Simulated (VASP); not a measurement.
# Si16Au (a cell with a defect) in VASP: single point with r2SCAN

Aim: the single point of Si16Au (a cell with a defect) with r2SCAN.

All numbers are computed with VASP 6.6.1; they aren't measurements. Logs are shortened: lines on timing, memory, paths and dates and some standing lists are left out, and cuts for length are marked.

## (1) The cell of the first run

The cell holds a defect, 17 atoms: a = 7.699 Å, b = 7.699 Å, c = 7.699 Å, α = 60.00°, β = 60.00°, γ = 60.00°.

## (2) Single point, r2SCAN

Input file POSCAR:

```
Si16Au
1.0
    0.0000000000      5.4437023800     -5.4437023800
    5.4437023800      5.4437023800      0.0000000000
    5.4437023800      0.0000000000     -5.4437023800
Si Au
16 1
Direct
    0.1395949754      0.1184049852      0.1185853772
    0.1321419596      0.6359573427      0.1181783013
    0.5504552400      0.1516018773      0.1517890660
    0.6435189243      0.6246172665      0.1140487589
    0.1321490320      0.1179976338      0.6361268046
    0.1475114626      0.6182170268      0.6184143190
    0.6435214043      0.1138374137      0.6248140994
    0.6407425970      0.6232045331      0.6233944773
    0.2732495085      0.7427691152      0.2464870241
    0.1839667069      0.2752929707      0.2754632593
    0.7256902057      0.7676794594      0.2557032701
    0.7227169535      0.2588435042      0.2590435519
    0.2698794676      0.7429584165      0.7431435846
    0.2732561217      0.2462945081      0.7429513441
    0.7744476472      0.7422370324      0.7424458976
    0.7256941552      0.2555090089      0.7678603105
   -0.0653375176      0.0293372027      0.0294810386
```

Input file INCAR.step1:

```
SYSTEM = Si16Au
  PREC = Accurate
  ENCUT = 520
  ISMEAR = 0
  SIGMA = 0.02
  LREAL = Auto
  LASPH = .True.
  NELM = 100
  NBANDS = 52
  NELECT = 74.0
  GGA = PE
  ALGO = Normal
  EDIFF = 1E-4
  LWAVE = .True.
  LCHARG = .False.
```

Input file INCAR.step2:

```
SYSTEM = Si16Au
  PREC = Accurate
  ENCUT = 520
  EDIFF = 1E-6
  ISMEAR = 0
  SIGMA = 0.02
  LREAL = Auto
  LASPH = .True.
  NELM = 100
  ALGO = Normal
  ISIF = 2
  LWAVE = .False.
  LCHARG = .False.
  METAGGA = R2SCAN
  LMIXTAU = .True.
  NBANDS = 52
  NELECT = 74.0
  ISTART = 1
```

Input file KPOINTS:

```
regular mesh
0
Gamma
  2 2 2
  0 0 0
```

Potentials or basis: VASP PAW PBE potentials, release 64 (Si, Au).

The run is started by

```
> cat potpaw_PBE.64/Si/POTCAR potpaw_PBE.64/Au/POTCAR > POTCAR
> cp INCAR.step1 INCAR
> mpirun -np 1 vasp_std > vasp.out
> cp INCAR.step2 INCAR
> mpirun -np 1 vasp_std > vasp.out
```

OUTCAR:

```text
SYSTEM = Si16Au
   PREC = Accurate
   ENCUT = 520
   EDIFF = 1E-6
   ISMEAR = 0
   LREAL = Auto
   LASPH = .True.
   NELM = 100
   ISIF = 2
   METAGGA = R2SCAN
   NELECT = 74.0
   ISTART = 1

 ion  position               nearest neighbor table
   1  0.140  0.118  0.119-  10 2.31  14 2.36   9 2.36  17 2.46  12 2.62
   2  0.132  0.636  0.118-  10 2.31  13 2.36   9 2.37  17 2.51  11 2.56
   3  0.550  0.152  0.152-  10 2.30  17 2.42  11 2.43  16 2.43  12 2.45
   4  0.644  0.625  0.114-  12 2.32  11 2.32   9 2.33  15 2.34
   5  0.132  0.118  0.636-  10 2.31  13 2.36  14 2.37  17 2.51  16 2.56
   6  0.148  0.618  0.618-  13 2.34  14 2.34   9 2.34  15 2.35
   7  0.644  0.114  0.625-  12 2.32  16 2.32  14 2.33  15 2.34
   8  0.641  0.623  0.623-  11 2.32  16 2.32  13 2.33  15 2.34
   9  0.273  0.743  0.246-   4 2.33   6 2.34   1 2.36   2 2.37  17 3.06
  10  0.184  0.275  0.275-   3 2.30   1 2.31   2 2.31   5 2.31
  11  0.726  0.768  0.256-   4 2.32   8 2.32   3 2.43   2 2.56  17 2.57
  12  0.723  0.259  0.259-   7 2.32   4 2.32   3 2.45  17 2.50   1 2.62
  13  0.270  0.743  0.743-   8 2.33   6 2.34   2 2.36   5 2.36  17 3.14
  14  0.273  0.246  0.743-   7 2.33   6 2.34   1 2.36   5 2.37  17 3.06
  15  0.774  0.742  0.742-   7 2.34   4 2.34   8 2.34   6 2.35
  16  0.726  0.256  0.768-   7 2.32   8 2.32   3 2.43   5 2.56  17 2.57
  17  0.935  0.029  0.029-   3 2.42   1 2.46  12 2.50   5 2.51   2 2.51  16 2.57  11 2.57  14 3.06
                             9 3.06  13 3.14

  LATTYP: Found a face centered cubic cell.
 ALAT       =    10.8874047600

  Lattice vectors:

 A1 = (   0.0000000000,   5.4437023800,  -5.4437023800)
 A2 = (   5.4437023800,   5.4437023800,   0.0000000000)
 A3 = (   5.4437023800,   0.0000000000,  -5.4437023800)

Analysis of symmetry for initial positions (statically):
=====================================================================
 Subroutine PRICEL returns:
 Original cell was already a primitive cell.

 Routine SETGRP: Setting up the symmetry group for a
 face centered cubic supercell.

 Subroutine GETGRP returns: Found  1 space group operations
 (whereof  1 operations were pure point group operations)
 out of a pool of 48 trial point group operations.

The static configuration has the point symmetry C_1 .

Analysis of symmetry for dynamics (positions and initial velocities):
=====================================================================
 Subroutine PRICEL returns:
[... 127 lines left out ...]
   NFREE  =      0    steps in history (QN), initial steepest desc. (CG)
   ISIF   =      2    stress and relaxation
   ISYM   =      2    0-nonsym 1-usesym 2-fastsym
   POTIM  = 0.5000    time-step for ionic-motion
   TEBEG  =    0.0;   TEEND  =   0.0 temperature during run
   PSTRESS=    0.0 pullay stress
   NELECT =      74.0000    total number of electrons
   NUPDOWN=      -1.0000    fix difference up-down
   EMIN   =  10.00;   EMAX   =-10.00  energy-range for DOS
   EFERMI =   0.00;   METHOD = LEGACY
   ISMEAR =     0;   SIGMA  =   0.02  broadening in eV -4-tet -1-fermi 0-gaus
   EFERMI_NEDOS =   21; number of points for ismear=-14 and -15
   IALGO  =     38    algorithm
   IMIX   =      4    mixing-type and parameters
     AMIX     =   0.40;   BMIX     =  1.00
     AMIX_MAG =   1.60;   BMIX_MAG =  1.00
  volume/ion in A,a.u.               =      18.98       128.07
  Fermi-wavevector in a.u.,A,eV,Ry     =   1.002108  1.893709 13.663238  1.004220
  Thomas-Fermi vector in A             =   2.134573
   LORBIT       =      0    0 simple, 1 ext, 2 COOP (PROOUT), +10 PAW based schemes
   METAGGA = R2SCAN    functional components
   LHFCALC =     F    Hartree Fock is set to
   AEXX    =    0.0000 exact exchange contribution
   IVDW    =     0    specifies the selected vdW correction
   LEPSILON=     F    determine dielectric tensor
   LRPA    =     F    only Hartree local field effects (RPA)
 non-spin polarized calculation
 Gauss-broadening in eV      SIGMA  =   0.02
  energy-cutoff  :      520.00
  volume of cell :      322.64
 maximum number of plane-waves:      8694
 NGX is ok and might be reduce to    60
   NGX = 29   NGY = 29   NGZ = 29

 number of electron      74.0000001 magnetization

 Free energy of the ion-electron system (eV)
  ---------------------------------------------------
  ext. energy  EPLUGINS =         0.00000000
  ---------------------------------------------------
  free energy    TOTEN  =      -193.66692486 eV

  energy without entropy =     -193.66692486  energy(sigma->0) =     -193.66692486

 E-fermi :   6.3307     XC(G=0): -10.1917

 val. band max:        6.1898697116   @ k =   0.0000   0.0000   0.0000
 cond. band min:       7.0099676087   @ k =   0.5000   0.0000   0.0000
 fundamental gap:      0.8200978971
 Fermi energy:         6.3307325730

 k-point     1 :       0.0000    0.0000    0.0000
  band No.  band energies     occupation
      1      -6.4611      2.00000
      2      -3.9929      2.00000
      3      -3.8762      2.00000
      4      -3.8436      2.00000
      5      -3.8172      2.00000
      6      -2.6167      2.00000
[... 405 lines left out ...]
     48      10.8774      0.00000
     49      10.9435      0.00000
 [bands above 49 left out]

------------------------ aborting loop because EDIFF is reached ----------------------------------------

  FORCE on cell =-STRESS in cart. coord.  units (eV):
  Direction    XX          YY          ZZ          XY          YZ          ZX
  --------------------------------------------------------------------------------------
  -------------------------------------------------------------------------------------
  Total       -1.4272742     -1.8681697     -1.8673216     -1.8755094     -2.0442965      1.8730533
  in kB       -7.0876929     -9.2771334     -9.2729215     -9.3135816    -10.1517604      9.3013846
  external PRESSURE =      -8.5459159 kB  Pullay stress =       0.0000000 kB

 VOLUME and BASIS-vectors are now :
 -----------------------------------------------------------------------------
  energy-cutoff  :      520.00
  volume of cell :      322.64
      direct lattice vectors                 reciprocal lattice vectors
     0.000000000  5.443702380 -5.443702380    -0.091849254  0.091849254 -0.091849254
     5.443702380  5.443702380  0.000000000     0.091849254  0.091849254  0.091849254
     5.443702380  0.000000000 -5.443702380     0.091849254 -0.091849254 -0.091849254

 POSITION                                       TOTAL-FORCE (eV/Angst)
 -----------------------------------------------------------------------------------
      1.29010      1.40447     -1.40546         0.009980      0.017206     -0.018043
      4.10529      4.18130     -1.36267        -0.005251     -0.000184      0.000511
      1.65157      3.82179     -3.82281         0.009518     -0.006968      0.006752
      4.02108      6.90336     -4.12397        -0.009696     -0.006822      0.004933
      4.10523      1.36172     -4.18227        -0.005286     -0.000931      0.000095
      6.73185      4.16840     -4.16947         0.006074      0.002579     -0.002150
[... 9 lines left out ...]
      5.57092      5.34138     -8.13047         0.001112     -0.000969      0.002616
      0.32019      5.24773     -5.24851        -0.038775      0.004036     -0.004523
 -----------------------------------------------------------------------------------
    total drift:                               -0.006844     -0.001414      0.002481

  FREE ENERGIE OF THE ION-ELECTRON SYSTEM (eV)
  ---------------------------------------------------
  free  energy   TOTEN  =      -193.6669248566 eV

  energy  without entropy=     -193.6669248566  energy(sigma->0) =     -193.66692486
```

OSZICAR.step1:

```text
N       E                     dE             d eps       ncg     rms          rms(c)
DAV:   1     0.200808487925E+03    0.20081E+03   -0.29060E+04   832   0.119E+03
DAV:   2    -0.794722903795E+02   -0.28028E+03   -0.26505E+03   988   0.185E+02
DAV:   3    -0.958317186531E+02   -0.16359E+02   -0.15963E+02  1032   0.395E+01
DAV:   4    -0.961987449052E+02   -0.36703E+00   -0.36568E+00  1064   0.700E+00
DAV:   5    -0.962067289591E+02   -0.79841E-02   -0.79780E-02  1060   0.100E+00    0.194E+01
DAV:   6    -0.934005447347E+02    0.28062E+01   -0.21473E+01   928   0.294E+01    0.186E+01
DAV:   7    -0.929734676803E+02    0.42708E+00   -0.42363E+00   920   0.111E+01    0.939E+00
DAV:   8    -0.928507308760E+02    0.12274E+00   -0.13953E+00   976   0.577E+00    0.235E+00
DAV:   9    -0.927928081712E+02    0.57923E-01   -0.25738E-01   968   0.394E+00    0.507E-01
DAV:  10    -0.927996943722E+02   -0.68862E-02   -0.70395E-02  1008   0.991E-01    0.385E-01
DAV:  11    -0.928002421663E+02   -0.54779E-03   -0.85989E-03   968   0.670E-01    0.205E-01
DAV:  12    -0.928008979219E+02   -0.65576E-03   -0.20521E-03   944   0.176E-01    0.106E-01
DAV:  13    -0.928006846368E+02    0.21329E-03   -0.75156E-04   992   0.194E-01    0.351E-02
DAV:  14    -0.928007077379E+02   -0.23101E-04   -0.24367E-04   728   0.591E-02
   1 F= -.92800708E+02 E0= -.92800708E+02  d E =-.328333E-13
```

Run time: 17 min. Hardware: 1 thread of Intel Xeon 8259CL, shared host; peak memory 0.58 GiB.

Results:

| Property | Result |
| --- | --- |
| Free energy | -193.6669 eV |
| Largest force | 0.039 eV/Å |

Forces in eV/Å, atoms in the order of the input:
```
Si   0.010  0.017 -0.018
Si  -0.005  0.000  0.001
Si   0.010 -0.007  0.007
Si  -0.010 -0.007  0.005
Si  -0.005 -0.001  0.000
Si   0.006  0.003 -0.002
Si  -0.010 -0.005  0.007
Si   0.018  0.000  0.000
Si   0.014 -0.007 -0.006
Si  -0.009  0.010 -0.009
Si   0.001 -0.002  0.001
Si   0.026 -0.005  0.006
Si  -0.019 -0.007  0.007
Si   0.014  0.006  0.007
Si  -0.003  0.003 -0.002
Si   0.001 -0.001  0.003
Au  -0.039  0.004 -0.005
```

Levels at points of the mesh, in eV from the Fermi level:
| k point | band 35 | band 36 | band 37 | band 38 | band 39 | band 40 |
| --- | --- | --- | --- | --- | --- | --- |
| (0.00, 0.00, 0.00) | -0.48 | -0.17 | -0.14 | 0.86 | 0.99 | 1.00 |
| (0.50, 0.00, 0.00) | -0.84 | -0.41 | -0.34 | 0.68 | 1.63 | 1.68 |
| (0.00, 0.50, 0.00) | -0.63 | -0.59 | -0.34 | 0.98 | 1.39 | 1.62 |
| (0.00, 0.00, 0.50) | -0.63 | -0.59 | -0.34 | 0.98 | 1.39 | 1.62 |
| (0.50, 0.50, 0.50) | -0.57 | -0.57 | -0.41 | 0.96 | 1.37 | 1.59 |
| (0.50, 0.50, 0.00) | -1.26 | -1.21 | -0.49 | 0.96 | 1.45 | 2.38 |
| (0.00, 0.50, 0.50) | -1.29 | -1.11 | -0.43 | 0.96 | 1.45 | 2.40 |
| (0.50, 0.00, 0.50) | -1.26 | -1.21 | -0.49 | 0.96 | 1.45 | 2.38 |

Caveat: the k points lie up to 0.50 Å⁻¹ apart; the cell carries a net charge on a neutralising background, which shifts energy and pressure; the cell is charged against a uniform background, so pressure and absolute levels hang on convention; the PAW data sets were made with another functional, which shifts forces and pressure a little; spin-orbit coupling is left out, which moves the levels of the heavy elements.
